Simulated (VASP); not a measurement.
# Co in VASP: settings compared, part 2 of 2

VASP 6.6.1.

## 3. Single point, PBEsol, collinear spin, ferromagnetic start

The input, INCAR:

```
PREC = Accurate
ENCUT = 520
EDIFF = 1E-6
ISMEAR = -1
SIGMA = 0.05
LREAL = False
LASPH = True
NELM = 150
ALGO = Normal
ISIF = 2
LWAVE = False
LCHARG = False
ISPIN = 2
MAGMOM = 2
LORBIT = 11
LMAXMIX = 4
LDIPOL = True
IDIPOL = 3
DIPOL = 0.5 0.5 0.294
GGA = PS
NBANDS = 14
```

The input, KPOINTS:

```
regular mesh
0
Gamma
  13 13 1
```

The input, POSCAR:

```
Co
1.0
    2.3471500000      0.0000000000      0.0000000000
   -1.1735800000      2.0326900000      0.0000000000
    0.0000000000      0.0000000000     23.8000000000
Co
1
Direct
    0.0000000000      0.0000000000      0.2941200000
```

Potentials or basis: VASP PAW PBE potentials, release 64 (Co).

Command:

```bash
> cat potpaw_PBE.64/Co/POTCAR > POTCAR
> mpirun -np 1 vasp_std > vasp.out
```

OUTCAR:

```text
PREC = Accurate
   ENCUT = 520
   EDIFF = 1E-6
   ISMEAR = -1
   LREAL = False
   LASPH = True
   NELM = 150
   ISIF = 2
   ISPIN = 2
   LORBIT = 11
   GGA = PS

 ion  position               nearest neighbor table
   1  0.000  0.000  0.294-

  LATTYP: Found a hexagonal cell.
 ALAT       =     2.3471500000
 C/A-ratio  =    10.1399569691

  Lattice vectors:

 A1 = (   2.3471500000,   0.0000000000,   0.0000000000)
 A2 = (  -1.1735800000,   2.0326900000,   0.0000000000)
 A3 = (   0.0000000000,   0.0000000000,  23.8000000000)

Analysis of symmetry for initial positions (statically):
=====================================================================
 Subroutine PRICEL returns:
 Original cell was already a primitive cell.

 Routine SETGRP: Setting up the symmetry group for a
 hexagonal supercell.

 Subroutine GETGRP returns: Found 24 space group operations
 (whereof 12 operations were pure point group operations)
 out of a pool of 24 trial point group operations.

The static configuration has the point symmetry C_6v.
 The point group associated with its full space group is D_6h.

Analysis of symmetry for dynamics (positions and initial velocities):
=====================================================================
 Subroutine PRICEL returns:
 Original cell was already a primitive cell.

 Routine SETGRP: Setting up the symmetry group for a
 hexagonal supercell.

 Subroutine GETGRP returns: Found 24 space group operations
 (whereof 12 operations were pure point group operations)
 out of a pool of 24 trial point group operations.

The dynamic configuration has the point symmetry C_6v.
 The point group associated with its full space group is D_6h.

Analysis of structural, dynamic, and magnetic symmetry:
=====================================================================
 Subroutine PRICEL returns:
 Original cell was already a primitive cell.

 Routine SETGRP: Setting up the symmetry group for a
 hexagonal supercell.

 Subroutine GETGRP returns: Found 24 space group operations
 (whereof 12 operations were pure point group operations)
 out of a pool of 24 trial point group operations.

The overall configuration has the point symmetry C_6v.
 The point group associated with its full space group is D_6h.

 Subroutine INISYM returns: Found 24 space group operations
 (whereof 12 operations are pure point group operations),
 and found     1 'primitive' translations

----------------------------------------------------------------------------------------

                                     Primitive cell

  volume of cell :     113.5505

  direct lattice vectors                    reciprocal lattice vectors
     2.347150000  0.000000000  0.000000000     0.426048612  0.245980514  0.000000000
    -1.173580000  2.032690000  0.000000000     0.000000000  0.491958931  0.000000000
     0.000000000  0.000000000 23.800000000     0.000000000  0.000000000  0.042016807

  length of vectors
     2.347150000  2.347151178 23.800000000     0.491959178  0.491958931  0.042016807

  position of ions in fractional coordinates (direct lattice)
     0.000000000  0.000000000  0.294120000

  ion indices of the primitive-cell ions
   primitive index   ion index
                 1           1

----------------------------------------------------------------------------------------

 KPOINTS: regular mesh

Automatic generation of k-mesh.
 Grid dimensions read from file:
[... 82 lines left out ...]
  volume/ion in A,a.u.               =     113.55       766.28
  Fermi-wavevector in a.u.,A,eV,Ry     =   0.703222  1.328898  6.728376  0.494522
  Thomas-Fermi vector in A             =   1.788135
   LORBIT       =     11    0 simple, 1 ext, 2 COOP (PROOUT), +10 PAW based schemes
   GGA     = PS    functional components
   LHFCALC =     F    Hartree Fock is set to
   AEXX    =    0.0000 exact exchange contribution
   IVDW    =     0    specifies the selected vdW correction
   LEPSILON=     F    determine dielectric tensor
   LRPA    =     F    only Hartree local field effects (RPA)
 spin polarized calculation
  energy-cutoff  :      520.00
  volume of cell :      113.55
 maximum number of plane-waves:      3131
 NGX is ok and might be reduce to    18
   NGX =  9   NGY =  9   NGZ = 89

 dipolmoment           0.000000      0.000000      0.000006 electrons x Angstroem

 number of electron       9.0000000 magnetization       1.7204422

 dipolmoment           0.000000      0.000000     -0.000006 electrons x Angstroem

 Free energy of the ion-electron system (eV)
  ---------------------------------------------------
  ext. energy  EPLUGINS =         0.00000000
  ---------------------------------------------------
  free energy    TOTEN  =        -6.12393500 eV

  energy without entropy =       -6.10872293  energy(sigma->0) =       -6.11632897

 E-fermi :  -3.7671     XC(G=0):  -2.0671

 val. band max:       -3.8191955595   @ k =   0.3077   0.0769   0.0000
 cond. band min:      -3.7649029789   @ k =   0.2308   0.2308   0.0000
 fundamental gap:      0.0542925806
 Fermi energy:        -3.7670710626

 spin component 1

 k-point     1 :       0.0000    0.0000    0.0000
  band No.  band energies     occupation
      1     -10.2073      1.00000
      2      -6.6221      1.00000
      3      -6.2139      1.00000
      4      -6.2139      1.00000
      5      -4.9107      1.00000
      6      -4.9107      1.00000
      7      -3.4577      0.00205
      8       1.1672      0.00000
      9       1.6000      0.00000
     10       1.6845      0.00000
     11       2.5606      0.00000
     12       2.7681      0.00000
     13       4.1535      0.00000
     14       4.5333      0.00000
[... 325 lines left out ...]
  band No.  band energies     occupation
      1      -6.8602      1.00000
      2      -6.7254      1.00000
      3      -6.3437      1.00000
      4      -6.3206      1.00000
      5      -5.4074      1.00000
      6       2.7863      0.00000
      7       5.4881      0.00000
      8       6.9034      0.00000
      9       7.6367      0.00000
     10      10.5093      0.00000
     11      11.1389      0.00000
     12      11.3572      0.00000
     13      11.9863      0.00000
     14      12.0243      0.00000
 Fermi energy:        -3.7670710626

 spin component 2

 k-point     1 :       0.0000    0.0000    0.0000
  band No.  band energies     occupation
      1      -9.9204      1.00000
      2      -5.1874      1.00000
      3      -4.6267      1.00000
      4      -4.6267      1.00000
      5      -3.5213      0.00728
      6      -2.8274      0.00000
      7      -2.8274      0.00000
      8       1.1132      0.00000
      9       1.5366      0.00000
     10       1.6484      0.00000
     11       2.5106      0.00000
     12       2.7912      0.00000
     13       4.1362      0.00000
     14       4.5083      0.00000
[... 326 lines left out ...]
      1      -5.5995      1.00000
      2      -5.1025      1.00000
      3      -5.0066      1.00000
      4      -4.5148      1.00000
      5      -3.4372      0.00136
      6       3.3495      0.00000
      7       5.9639      0.00000
      8       7.3926      0.00000
      9       7.8158      0.00000
     10      10.5845      0.00000
     11      11.0803      0.00000
     12      11.2317      0.00000
     13      11.9470      0.00000
     14      11.9893      0.00000

------------------------ aborting loop because EDIFF is reached ----------------------------------------

 vacuum level on the upper side and lower side of the slab       (xc-potential included)        -0.225        -0.230

  FORCE on cell =-STRESS in cart. coord.  units (eV):
  Direction    XX          YY          ZZ          XY          YZ          ZX
  --------------------------------------------------------------------------------------
  -------------------------------------------------------------------------------------
  Total       -0.8554909     -0.8554896     -0.0017929      0.0000021      0.0000000     -0.0000000
  in kB      -12.0708274    -12.0708093     -0.0252976      0.0000297      0.0000000     -0.0000000
  external PRESSURE =      -8.0556448 kB  Pullay stress =       0.0000000 kB

 VOLUME and BASIS-vectors are now :
 -----------------------------------------------------------------------------
  energy-cutoff  :      520.00
  volume of cell :      113.55
      direct lattice vectors                 reciprocal lattice vectors
     2.347150000  0.000000000  0.000000000     0.426048612  0.245980514  0.000000000
    -1.173580000  2.032690000  0.000000000     0.000000000  0.491958931  0.000000000
     0.000000000  0.000000000 23.800000000     0.000000000  0.000000000  0.042016807

 POSITION                                       TOTAL-FORCE (eV/Angst)
 -----------------------------------------------------------------------------------
      0.00000      0.00000      7.00006        -0.000000     -0.000000      0.000000
 -----------------------------------------------------------------------------------
    total drift:                                0.000000      0.000000     -0.000088

  FREE ENERGIE OF THE ION-ELECTRON SYSTEM (eV)
  ---------------------------------------------------
  free  energy   TOTEN  =        -6.1239350033 eV

  energy  without entropy=       -6.1087229286  energy(sigma->0) =       -6.11632897

 vacuum level on the upper side and lower side of the slab         1.351         1.360

 total charge

# of ion       s       p       d       tot
------------------------------------------
    1        0.531   0.381   7.223   8.136

 magnetization (x)

# of ion       s       p       d       tot
------------------------------------------
    1       -0.003  -0.044   1.810   1.763
```

OSZICAR:

```text
N       E                     dE             d eps       ncg     rms          rms(c)
DAV:   1     0.425024453249E+02    0.42502E+02   -0.31372E+03  1176   0.454E+02
DAV:   2    -0.565046225733E+01   -0.48153E+02   -0.43071E+02  1326   0.116E+02
DAV:   3    -0.701090750347E+01   -0.13604E+01   -0.13571E+01  1410   0.231E+01
[... 20 lines left out ...]
DAV:  24    -0.612392539447E+01   -0.41277E-05   -0.46971E-07  1254   0.423E-03    0.727E-04
DAV:  25    -0.612392951532E+01   -0.41208E-05   -0.21574E-07  1290   0.217E-03    0.414E-04
DAV:  26    -0.612393273081E+01   -0.32155E-05   -0.19232E-07  1248   0.145E-03    0.309E-04
DAV:  27    -0.612393468741E+01   -0.19566E-05   -0.62998E-08  1224   0.125E-03    0.379E-04
DAV:  28    -0.612393500327E+01   -0.31586E-06   -0.13302E-08  1164   0.615E-04
   1 F= -.61239350E+01 E0= -.61163290E+01  d E =-.152121E-01  mag=     1.7204
```

stdout:

```text
POSCAR found type information on POSCAR Co
 POSCAR found :  1 types and       1 ions
 scaLAPACK will be used
 -----------------------------------------------------------------------------
|                                                                             |
|                                                                             |
|     You enforced a specific xc type in the INCAR file but a different       |
|     I HOPE YOU KNOW WHAT YOU ARE DOING!                                     |
|                                                                             |
 -----------------------------------------------------------------------------

 LDA part: xc-table for (Slater+PW92), standard interpolation
 POSCAR, INCAR and KPOINTS ok, starting setup
 FFT: planning ... GRIDC
 FFT: planning ... GRID_SOFT
 FFT: planning ... GRID
 WAVECAR not read
 entering main loop
```

Wall time 1.7 min (1 thread of Intel Xeon Platinum 8559C (Emerald Rapids), shared host); peak memory 0.28 GiB.

Results:

```
Free energy                                           : -6.1239 eV
Net moment                                            : 1.72 μB per cell
Site moments                                          : Co +1.76 μB
Valence electrons inside the program's atomic spheres : Co 8.14
```

Levels at points of the mesh, in eV from the Fermi level:
Spin up:
| k point | band 1 | band 2 | band 3 | band 4 | band 5 | band 6 | band 7 | band 8 | band 9 | band 10 |
| --- | --- | --- | --- | --- | --- | --- | --- | --- | --- | --- |
| (0.00, 0.00, 0.00) | -6.44 | -2.86 | -2.45 | -2.45 | -1.14 | -1.14 | 0.31 | 4.93 | 5.37 | 5.45 |
Spin down:
```tsv
k point	band 1	band 2	band 3	band 4	band 5	band 6	band 7	band 8
(0.00, 0.00, 0.00)	-6.15	-1.42	-0.86	-0.86	0.25	0.94	0.94	4.88
```

Caveat: the PAW data sets were made with another functional, which shifts forces and pressure a little.

## 4. Single point, PBE, collinear spin, ferromagnetic start

INCAR: that of step 3 with these lines changed.

```diff
@@ -16,6 +16,3 @@
 LMAXMIX = 4
-LDIPOL = True
-IDIPOL = 3
-DIPOL = 0.5 0.5 0.294
-GGA = PS
+GGA = PE
 NBANDS = 14
```

The input, KPOINTS:

```
Automatic mesh
0
Gamma
  13 13 1
```

POSCAR is that of step 3.

Potentials or basis: VASP PAW PBE potentials, release 64 (Co).

Command:

```bash
> cat potpaw_PBE.64/Co/POTCAR > POTCAR
> mpirun -np 1 vasp_std > vasp.out
```

OUTCAR:

```text
PREC = Accurate
   ENCUT = 520
   EDIFF = 1E-6
   ISMEAR = -1
   LREAL = False
   LASPH = True
   NELM = 150
   ISIF = 2
   ISPIN = 2
   LORBIT = 11
   GGA = PE

 ion  position               nearest neighbor table
   1  0.000  0.000  0.294-

  LATTYP: Found a hexagonal cell.
 ALAT       =     2.3471500000
 C/A-ratio  =    10.1399569691

  Lattice vectors:

 A1 = (   2.3471500000,   0.0000000000,   0.0000000000)
 A2 = (  -1.1735800000,   2.0326900000,   0.0000000000)
 A3 = (   0.0000000000,   0.0000000000,  23.8000000000)
[... 917 lines left out ...]
  -------------------------------------------------------------------------------------
  Total       -0.1219518     -0.1219516     -0.0001821      0.0000003      0.0000000     -0.0000000
  in kB       -1.7207179     -1.7207153     -0.0025700      0.0000042      0.0000000     -0.0000000
  external PRESSURE =      -1.1480011 kB  Pullay stress =       0.0000000 kB

 VOLUME and BASIS-vectors are now :
 -----------------------------------------------------------------------------
  energy-cutoff  :      520.00
  volume of cell :      113.55
      direct lattice vectors                 reciprocal lattice vectors
     2.347150000  0.000000000  0.000000000     0.426048612  0.245980514  0.000000000
    -1.173580000  2.032690000  0.000000000     0.000000000  0.491958931  0.000000000
     0.000000000  0.000000000 23.800000000     0.000000000  0.000000000  0.042016807

 POSITION                                       TOTAL-FORCE (eV/Angst)
 -----------------------------------------------------------------------------------
      0.00000      0.00000      7.00006        -0.000000     -0.000000      0.000000
 -----------------------------------------------------------------------------------
    total drift:                                0.000000      0.000000      0.000003

  FREE ENERGIE OF THE ION-ELECTRON SYSTEM (eV)
  ---------------------------------------------------
  free  energy   TOTEN  =        -5.6395610172 eV

  energy  without entropy=       -5.6246277354  energy(sigma->0) =       -5.63209438

 total charge

# of ion       s       p       d       tot
------------------------------------------
    1        0.531   0.378   7.227   8.136

 magnetization (x)

# of ion       s       p       d       tot
------------------------------------------
    1       -0.004  -0.047   1.819   1.768
```

Run time: 1.8 min. Hardware: 1 thread of Intel Xeon Platinum 8375C at 2.90GHz (Ice Lake), shared host; peak memory 0.28 GiB.

Results:

| Quantity | Value |
| --- | --- |
| Free energy | -5.6396 eV |
| Net moment | 1.72 μB per cell |
| Site moments | Co +1.77 μB |
| Valence electrons inside the program's atomic spheres | Co 8.14 |

## 5. Single point, PBE, collinear spin, ferromagnetic start

The input, INCAR:

```
SYSTEM = Co
PREC = Accurate
ENCUT = 520
EDIFF = 1E-6
ISMEAR = -1
SIGMA = 0.05
LREAL = .False.
LASPH = .True.
NELM = 150
ALGO = Normal
ISIF = 2
LWAVE = .False.
LCHARG = .False.
ISPIN = 2
MAGMOM = 2
LORBIT = 11
LMAXMIX = 4
GGA = PE
NBANDS = 14
```

The input, KPOINTS:

```
Automatic mesh
0
Gamma
  13 13 1
  0 0 0
```

POSCAR is that of step 4.

Command:

```bash
> cat potpaw_PBE.64/Co/POTCAR > POTCAR
> mpirun -np 1 vasp_std > vasp.out
```

Run time: 1.9 min. Hardware: 1 thread of Intel Xeon Platinum 8375C at 2.90GHz (Ice Lake), shared host; peak memory 0.29 GiB.

Results (log left out):

| Item | Value |
| --- | --- |
| Free energy | -5.6396 eV |
| Net moment | 1.72 μB per cell |
| Site moments | Co +1.77 μB |
| Valence electrons inside the program's atomic spheres | Co 8.14 |

Levels at points of the mesh, in eV from the Fermi level:
Spin up:
```
           k point  band 2  band 3  band 4  band 5  band 6  band 7  band 8  band 9
(0.00, 0.00, 0.00)   -2.87   -2.45   -2.45   -1.18   -1.18    0.29    4.77    5.24
```
Spin down:
```
           k point  band 1  band 2  band 3  band 4  band 5  band 6  band 7  band 8  band 9
(0.00, 0.00, 0.00)   -6.14   -1.43   -0.85   -0.85    0.23    0.95    0.95    4.69    5.11
```

## 6. Single point, LDA, collinear spin, ferromagnetic start

The input, INCAR:

```
SYSTEM = Co
ALGO = Normal
EDIFF = 1E-6
ENCUT = 520
GGA = CA
ISIF = 2
ISMEAR = -1
ISPIN = 2
LASPH = .True.
LCHARG = .False.
LMAXMIX = 4
LORBIT = 11
LREAL = .False.
LWAVE = .False.
MAGMOM = 2
NBANDS = 14
NELM = 150
PREC = Accurate
SIGMA = 0.05
```

The input, KPOINTS:

```
k-points
0
Gamma
  13 13 1
  0 0 0
```

POSCAR is that of step 5.

Potentials or basis: VASP PAW LDA potentials, release 64 (Co).

Command:

```bash
> cat potpaw_LDA.64/Co/POTCAR > POTCAR
> mpirun -np 1 vasp_std > vasp.out
```

Wall time 88 s (1 thread of Intel Xeon Platinum 8375C at 2.90GHz (Ice Lake), shared host); peak memory 0.22 GiB.

Results (log left out):

| Quantity | Value |
| --- | --- |
| Free energy | -6.3850 eV |
| Net moment | 1.68 μB per cell |
| Site moments | Co +1.69 μB |
| Valence electrons inside the program's atomic spheres | Co 8.15 |

Levels at points of the mesh, in eV from the Fermi level:
Spin up:
| k point | band 3 | band 4 | band 5 | band 6 | band 7 | band 8 |
| --- | --- | --- | --- | --- | --- | --- |
| (0.00, 0.00, 0.00) | -2.29 | -2.29 | -0.91 | -0.91 | 0.34 | 5.07 |
Spin down:
```csv
k point,band 2,band 3,band 4,band 5,band 6,band 7
"(0.00, 0.00, 0.00)",-1.41,-0.89,-0.89,0.42,0.90,0.90
```

## 7. Overview

| level | potentials or basis | dipole correction | gap on the mesh (eV) | moment (μB) |
| --- | --- | --- | --- | --- |
| LDA | VASP PAW LDA potentials, release 64 (Co) | yes | none | 1.68 |
| PBEsol | VASP PAW PBE potentials, release 64 (Co) | yes | none | 1.72 |
| PBE | VASP PAW PBE potentials, release 64 (Co) | no | none | 1.72 |
| LDA | VASP PAW LDA potentials, release 64 (Co) | no | none | 1.68 |

Alike in all rows: task single point; spin collinear, ferromagnetic start; cell as given; k mesh 13 × 13 × 1; cutoff (eV) 520; smearing fermi-dirac 0.05 eV.

Caveats: the PAW data sets were made with another functional, which shifts forces and pressure a little (some runs).

Absolute energies hang on the potentials; compare differences alone.
